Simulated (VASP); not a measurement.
Write the native input for VASP 6.6.1 that does the following.

- Task: single point
- Functional: PBEsol
- Potentials or basis: VASP PAW PBE potentials, release 64 (Tl_d)
- Cutoff: 520 eV
- k mesh: 9 × 9 × 5
- Occupations: fermi-dirac, width 0.05 eV
- Spin: no spin polarisation
- Dipole correction: no
- Further INCAR settings: ALGO = Fast; EDIFF = 1e-07; NBANDS = 20

The structure of Tl lies in POSCAR:

```
Tl
1.0
    3.4560000000      0.0000000000      0.0000000000
   -1.7280000000      2.9929837955      0.0000000000
    0.0000000000      0.0000000000      5.5250000000
Tl
2
Direct
    0.6674960000      0.3196380000      0.7412520000
    0.3290320000      0.6627540000      0.2428710000
```

This cell differs from its parent crystal: atoms moved at random.

These files were run (other wordings do the same):

INCAR

```
  PREC = Accurate
  ENCUT = 520
  EDIFF = 1E-7
  ISMEAR = -1
  SIGMA = 0.05
  LREAL = False
  LASPH = True
  NELM = 100
  ALGO = Fast
  ISIF = 2
  LWAVE = False
  LCHARG = True
  GGA = PS
  LELF = True
  LVHAR = True
  NBANDS = 20
```

KPOINTS

```
Automatic mesh
0
Gamma
  9 9 5
```

Potentials or basis: VASP PAW PBE potentials, release 64 (Tl_d).

The run is started by

```bash
$ cat potpaw_PBE.64/Tl_d/POTCAR > POTCAR
$ mpirun -np 1 vasp_std > vasp.out
```

It gave:

```
Pressure               : 0.2 GPa
Largest force          : 0.027 eV/Å
Band gap on the k mesh : zero (band 13 reaches 8.49 eV, above the bottom of band 14 at 4.76 eV)
```

Caveat: the cell differs from its parent crystal (atoms moved at random); the PAW data sets were made with another functional, which shifts forces and pressure a little; spin-orbit coupling is left out, which moves the levels of the heavy elements.

Run time: 120 s on 1 thread of Intel(R) Xeon(R) Platinum 8488C (Sapphire Rapids), on a shared host, peak memory 0.31 GiB.
